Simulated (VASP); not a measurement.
A run of VASP 6.6.1 is set up as follows.

File INCAR:

```
SYSTEM = Ru
PREC = Accurate
ENCUT = 520
EDIFF = 1E-7
ISMEAR = 0
SIGMA = 0.15
LREAL = .False.
LASPH = .True.
NELM = 100
ALGO = Fast
ISIF = 2
LWAVE = .False.
LCHARG = .False.
NBANDS = 21
```

KPOINTS

```
Automatic mesh
0
Gamma
  21 21 10
  0 0 0
```

File POSCAR:

```
Ru
1.0
    2.5670964504      0.0000000000      0.0000000000
   -1.2835482252      2.2231707400      0.0000000000
    0.0000000000      0.0000000000      4.2267610266
Ru
2
Direct
    0.3333333333      0.6666666667      0.2500000000
    0.6666666667      0.3333333333      0.7500000000
```

Potentials or basis: VASP PAW LDA potentials, release 64 (Ru_pv).

Run with:

```console
$ cat potpaw_LDA.64/Ru_pv/POTCAR > POTCAR
$ mpirun -np 1 vasp_std > vasp.out
```

**Question.** Estimate the pressure.

**Answer.** 37.9 GPa.

**Question.** Predict the band gap on the k mesh.

**Answer.** Zero (bands 14 and 15 overlap by 3.82 eV).

Stress tensor (GPa, compression positive):
```
46.44  0.00  0.00
 0.00 46.44  0.00
 0.00  0.00 20.79
```

Caveat: the stress differs along the axes, from 21 to 46 GPa.
